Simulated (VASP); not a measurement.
# TiAl5 (P6/mmm) in VASP: a series of runs

TiAl5 is run at these levels: PBE; tasks: single point, relaxation of cell and atoms.

Program: VASP 6.6.1. These are calculated values, not measurements. Logs are shortened: lines on timing, memory, paths and dates and some standing lists are left out, and cuts for length are marked.

## (1) The cell of the first run

Symmetry: P6/mmm, No. 191, hexagonal system. The conventional cell has a = 5.100 Å, b = 5.100 Å, c = 4.310 Å, α = 90.00°, β = 90.00°, γ = 120.00°. Ti (site symmetry 6/mmm) has 18 Al at 2.94 to 3.34 Å within 3.9 Å. Al (site symmetry mmm) has 8 Al at 2.55 to 2.61 Å and 4 Ti at 3.34 Å within 3.4 Å. Within 3.4 Å of Al (site symmetry -6m2) lie 9 Al at 2.61 to 2.94 Å and 3 Ti at 2.94 Å.

## (2) Single point, PBE

INCAR

```
PREC     = Accurate       # precision mode
ENCUT    = 520            # plane-wave cutoff, eV
EDIFF    = 1E-6           # SCF threshold, eV
ISMEAR   = 0              # smearing method
SIGMA    = 0.1            # smearing width, eV
LREAL    = False          # projectors in reciprocal space
LASPH    = True           # aspherical terms in the spheres
NELM     = 100            # most SCF steps
ALGO     = Fast           # electronic algorithm
ISIF     = 2              # what is computed and relaxed
LWAVE    = False          # write WAVECAR
LCHARG   = False          # write CHGCAR
GGA      = PE             # functional
NBANDS   = 22             # bands
```

KPOINTS

```
regular mesh
0
Gamma
  6 6 4
```

POSCAR

```
TiAl5
1.0
    5.1003406200      0.0000000000      0.0000000000
   -2.5501703100      4.4170245400      0.0000000000
    0.0000000000      0.0000000000      4.3104518200
Ti Al
1 5
Direct
    0.0000000000      0.0000000000      0.0000000000
    0.5000000000      0.0000000000      0.5000000000
    0.5000000000      0.5000000000      0.5000000000
    0.0000000000      0.5000000000      0.5000000000
    0.3333333300      0.6666666700      0.0000000000
    0.6666666700      0.3333333300      0.0000000000
```

Potentials or basis: VASP PAW PBE potentials, release 64 (Ti_sv, Al).

Command:

```bash
$ cat potpaw_PBE.64/Ti_sv/POTCAR potpaw_PBE.64/Al/POTCAR > POTCAR
$ mpirun -np 1 vasp_std > vasp.out
```

OUTCAR:

```text
PREC = Accurate
   ENCUT = 520
   EDIFF = 1E-6
   ISMEAR = 0
   LREAL = False
   LASPH = True
   NELM = 100
   ISIF = 2
   GGA = PE

 ion  position               nearest neighbor table
   1  0.000  0.000  0.000-   5 2.94   6 2.94   5 2.94   6 2.94   6 2.94   5 2.94
   2  0.500  0.000  0.500-   3 2.55   4 2.55   3 2.55   4 2.55   5 2.61   6 2.61   5 2.61   6 2.61

   3  0.500  0.500  0.500-   2 2.55   2 2.55   4 2.55   4 2.55   5 2.61   6 2.61   5 2.61   6 2.61

   4  0.000  0.500  0.500-   2 2.55   2 2.55   3 2.55   3 2.55   5 2.61   6 2.61   5 2.61   6 2.61

   5  0.333  0.667  0.000-   2 2.61   2 2.61   4 2.61   4 2.61   3 2.61   3 2.61   6 2.94   1 2.94
                             6 2.94   1 2.94   1 2.94   6 2.94
   6  0.667  0.333  0.000-   2 2.61   2 2.61   4 2.61   4 2.61   3 2.61   3 2.61   5 2.94   1 2.94
                             5 2.94   1 2.94   1 2.94   5 2.94

  LATTYP: Found a hexagonal cell.
 ALAT       =     5.1003406200
 C/A-ratio  =     0.8451301866

  Lattice vectors:

 A1 = (   5.1003406200,   0.0000000000,   0.0000000000)
 A2 = (  -2.5501703100,   4.4170245400,   0.0000000000)
 A3 = (   0.0000000000,   0.0000000000,   4.3104518200)

Analysis of symmetry for initial positions (statically):
=====================================================================
 Subroutine PRICEL returns:
 Original cell was already a primitive cell.

 Routine SETGRP: Setting up the symmetry group for a
 hexagonal supercell.

 Subroutine GETGRP returns: Found 24 space group operations
 (whereof 24 operations were pure point group operations)
 out of a pool of 24 trial point group operations.

The static configuration has the point symmetry D_6h.

Analysis of symmetry for dynamics (positions and initial velocities):
=====================================================================
 Subroutine PRICEL returns:
 Original cell was already a primitive cell.

 Routine SETGRP: Setting up the symmetry group for a
 hexagonal supercell.

 Subroutine GETGRP returns: Found 24 space group operations
 (whereof 24 operations were pure point group operations)
 out of a pool of 24 trial point group operations.

The dynamic configuration has the point symmetry D_6h.

 Subroutine INISYM returns: Found 24 space group operations
 (whereof 24 operations are pure point group operations),
 and found     1 'primitive' translations

----------------------------------------------------------------------------------------

                                     Primitive cell

  volume of cell :      97.1073

  direct lattice vectors                    reciprocal lattice vectors
     5.100340620  0.000000000  0.000000000     0.196065337  0.113198375  0.000000000
    -2.550170310  4.417024540  0.000000000     0.000000000  0.226396750  0.000000000
     0.000000000  0.000000000  4.310451820     0.000000000  0.000000000  0.231994241

  length of vectors
     5.100340620  5.100340616  4.310451820     0.226396750  0.226396750  0.231994241

  position of ions in fractional coordinates (direct lattice)
     0.000000000  0.000000000  0.000000000
     0.500000000  0.000000000  0.500000000
     0.500000000  0.500000000  0.500000000
     1.000000000  0.500000000  0.500000000
     0.333333330  0.666666670  0.000000000
     0.666666670  0.333333330  0.000000000

  ion indices of the primitive-cell ions
   primitive index   ion index
                 1           1
                 2           2
                 3           3
                 4           4
                 5           5
                 6           6

----------------------------------------------------------------------------------------

 KPOINTS: regular mesh

Automatic generation of k-mesh.
 Grid dimensions read from file:
 generate k-points for:    6    6    4

 Generating k-lattice:

  Cartesian coordinates                     Fractional coordinates (reciprocal lattice)
     0.032677556  0.018866396  0.000000000     0.166666667  0.000000000  0.000000000
     0.000000000  0.037732792  0.000000000     0.000000000  0.166666667  0.000000000
     0.000000000  0.000000000  0.057998560     0.000000000  0.000000000  0.250000000

  Length of vectors
     0.037732792  0.037732792  0.057998560

  Shift w.r.t. Gamma in fractional coordinates (k-lattice)
     0.000000000  0.000000000  0.000000000

 Subroutine IBZKPT returns following result:
 ===========================================

 Found     21 irreducible k-points:

 Following reciprocal coordinates:
            Coordinates               Weight
  0.000000  0.000000  0.000000      1.000000
  0.166667 -0.000000  0.000000      6.000000
  0.333333  0.000000  0.000000      6.000000
  0.500000  0.000000  0.000000      3.000000
  0.166667  0.166667  0.000000      6.000000
  0.333333  0.166667  0.000000     12.000000
[... 13 lines left out ...]
  0.333333  0.166667  0.500000     12.000000
  0.333333  0.333333  0.500000      2.000000
   k-points           NKPTS =     21   k-points in BZ     NKDIM =     21   number of bands    NBANDS=     22
   number of dos      NEDOS =    301   number of ions     NIONS =      6
   total plane-waves  NPLWV =  51200
   dimension x,y,z NGX =    40 NGY =   40 NGZ =   32
   dimension x,y,z NGXF=    80 NGYF=   80 NGZF=   64
   ions per type =               1   5
   NGX,Y,Z   is equivalent  to a cutoff of  13.04, 13.04, 12.34 a.u.
   NGXF,Y,Z  is equivalent  to a cutoff of  26.08, 26.08, 24.68 a.u.
 SYSTEM =  unknown system
   PREC   = accura    normal or accurate (medium, high low for compatibility)
   ISTART =      0    job   : 0-new  1-cont  2-samecut
   ICHARG =      2    charge: 1-file 2-atom 10-const
   ISPIN  =      1    spin polarized calculation?
   LNONCOLLINEAR =      F non collinear calculations
   LSORBIT =      F    spin-orbit coupling
   LASPH  =      T    aspherical Exc in radial PAW
   ENCUT  =  520.0 eV  38.22 Ry    6.18 a.u.   9.48  9.48  8.01*2*pi/ulx,y,z
   NELM   =    100;   NELMIN=  2; NELMDL= -5     # of ELM steps
   EDIFF  = 0.1E-05   stopping-criterion for ELM
   LREAL  =      F    real-space projection
   EDIFFG = 0.1E-04   stopping-criterion for IOM
   NSW    =      0    number of steps for IOM
   IBRION =     -1    ionic relax: 0-MD 1-quasi-New 2-CG
   NFREE  =      0    steps in history (QN), initial steepest desc. (CG)
   ISIF   =      2    stress and relaxation
   ISYM   =      2    0-nonsym 1-usesym 2-fastsym
   POTIM  = 0.5000    time-step for ionic-motion
   TEBEG  =    0.0;   TEEND  =   0.0 temperature during run
   PSTRESS=    0.0 pullay stress
   NELECT =      27.0000    total number of electrons
   NUPDOWN=      -1.0000    fix difference up-down
   EMIN   =  10.00;   EMAX   =-10.00  energy-range for DOS
   EFERMI =   0.00;   METHOD = LEGACY
   ISMEAR =     0;   SIGMA  =   0.10  broadening in eV -4-tet -1-fermi 0-gaus
   EFERMI_NEDOS =   21; number of points for ismear=-14 and -15
   IALGO  =     68    algorithm
   IMIX   =      4    mixing-type and parameters
     AMIX     =   0.40;   BMIX     =  1.00
     AMIX_MAG =   1.60;   BMIX_MAG =  1.00
  volume/ion in A,a.u.               =      16.18       109.22
  Fermi-wavevector in a.u.,A,eV,Ry     =   1.068511  2.019192 15.533973  1.141715
  Thomas-Fermi vector in A             =   2.204161
   LORBIT       =      0    0 simple, 1 ext, 2 COOP (PROOUT), +10 PAW based schemes
   GGA     = PE    functional components
   LHFCALC =     F    Hartree Fock is set to
   AEXX    =    0.0000 exact exchange contribution
   IVDW    =     0    specifies the selected vdW correction
   LEPSILON=     F    determine dielectric tensor
   LRPA    =     F    only Hartree local field effects (RPA)
 non-spin polarized calculation
 RMM-DIIS sequential band-by-band and
 Gauss-broadening in eV      SIGMA  =   0.10
  energy-cutoff  :      520.00
  volume of cell :       97.11
 maximum number of plane-waves:      2633
 NGX is ok and might be reduce to    40
   NGX = 19   NGY = 19   NGZ = 17

 number of electron      26.9999999 magnetization

 Free energy of the ion-electron system (eV)
  ---------------------------------------------------
  ext. energy  EPLUGINS =         0.00000000
  ---------------------------------------------------
  free energy    TOTEN  =       -25.64655874 eV

  energy without entropy =      -25.61681968  energy(sigma->0) =      -25.63168921

 E-fermi :   8.2402     XC(G=0): -10.4552

 val. band max:        8.2379354994   @ k =   0.3333   0.0000   0.5000
 cond. band min:       8.2413688534   @ k =   0.3333   0.1667   0.5000
 fundamental gap:      0.0034333540
 Fermi energy:         8.2402062616

 k-point     1 :       0.0000    0.0000    0.0000
  band No.  band energies     occupation
      1     -49.0338      2.00000
      2     -25.4849      2.00000
      3     -25.1835      2.00000
      4     -25.1835      2.00000
      5      -2.8512      2.00000
      6       2.6116      2.00000
[... 14 lines left out ...]
     21      12.2297      0.00000
     22      13.4669      0.00000

 k-point     2 :       0.1667   -0.0000    0.0000
  band No.  band energies     occupation
      1     -49.0338      2.00000
      2     -25.4848      2.00000
      3     -25.1838      2.00000
      4     -25.1836      2.00000
      5      -2.6605      2.00000
      6       1.5993      2.00000
[... 14 lines left out ...]
     21      11.9490      0.00000
     22      12.0647      0.00000

 k-point     3 :       0.3333    0.0000    0.0000
  band No.  band energies     occupation
      1     -49.0338      2.00000
      2     -25.4848      2.00000
      3     -25.1844      2.00000
      4     -25.1837      2.00000
      5      -2.1192      2.00000
      6       0.2612      2.00000
[... 14 lines left out ...]
     21      11.9654      0.00000
     22      12.5601      0.00000
[... 401 lines left out ...]
 k-point    20 :       0.3333    0.1667    0.5000
  band No.  band energies     occupation
      1     -49.0336      2.00000
      2     -25.4892      2.00000
      3     -25.1841      2.00000
      4     -25.1835      2.00000
      5      -0.2078      2.00000
      6       0.8333      2.00000
[... 14 lines left out ...]
     21      12.4293      0.00000
     22      12.9067      0.00000

 k-point    21 :       0.3333    0.3333    0.5000
  band No.  band energies     occupation
      1     -49.0336      2.00000
      2     -25.4892      2.00000
      3     -25.1839      2.00000
      4     -25.1839      2.00000
      5       0.4049      2.00000
      6       0.4049      2.00000
[... 14 lines left out ...]
     21      11.2874      0.00000
     22      13.5464      0.00000

------------------------ aborting loop because EDIFF is reached ----------------------------------------

  FORCE on cell =-STRESS in cart. coord.  units (eV):
  Direction    XX          YY          ZZ          XY          YZ          ZX
  --------------------------------------------------------------------------------------
  -------------------------------------------------------------------------------------
  Total        4.5875690      4.5875690      3.9672893      0.0000000      0.0000000      0.0000000
  in kB       75.6905054     75.6905052     65.4564820      0.0000000      0.0000000      0.0000000
  external PRESSURE =      72.2791642 kB  Pullay stress =       0.0000000 kB

 VOLUME and BASIS-vectors are now :
 -----------------------------------------------------------------------------
  energy-cutoff  :      520.00
  volume of cell :       97.11
      direct lattice vectors                 reciprocal lattice vectors
     5.100340620  0.000000000  0.000000000     0.196065337  0.113198375  0.000000000
    -2.550170310  4.417024540  0.000000000     0.000000000  0.226396750  0.000000000
     0.000000000  0.000000000  4.310451820     0.000000000  0.000000000  0.231994241

 POSITION                                       TOTAL-FORCE (eV/Angst)
 -----------------------------------------------------------------------------------
      0.00000      0.00000      0.00000         0.000000      0.000000      0.000000
      2.55017      0.00000      2.15523         0.000000      0.000000      0.000000
      1.27509      2.20851      2.15523         0.000000      0.000000      0.000000
     -1.27509      2.20851      2.15523         0.000000      0.000000      0.000000
     -0.00000      2.94468      0.00000        -0.000000     -0.000000      0.000000
      2.55017      1.47234      0.00000         0.000000      0.000000     -0.000000
 -----------------------------------------------------------------------------------
    total drift:                               -0.000000      0.000000     -0.000000

  FREE ENERGIE OF THE ION-ELECTRON SYSTEM (eV)
  ---------------------------------------------------
  free  energy   TOTEN  =       -25.6465587406 eV

  energy  without entropy=      -25.6168196778  energy(sigma->0) =      -25.63168921
```

Wall time 51 s (1 thread of Intel Xeon 6975P-C (Granite Rapids), shared host); peak memory 0.23 GiB.

Results:

* Free energy: -25.6466 eV
* Pressure: 7.2 GPa

Stress tensor (GPa, compression positive):
```
7.57 0.00 0.00
0.00 7.57 0.00
0.00 0.00 6.55
```

Caveat: the k points lie up to 0.36 Å⁻¹ apart.

[end of part 1 of 2]
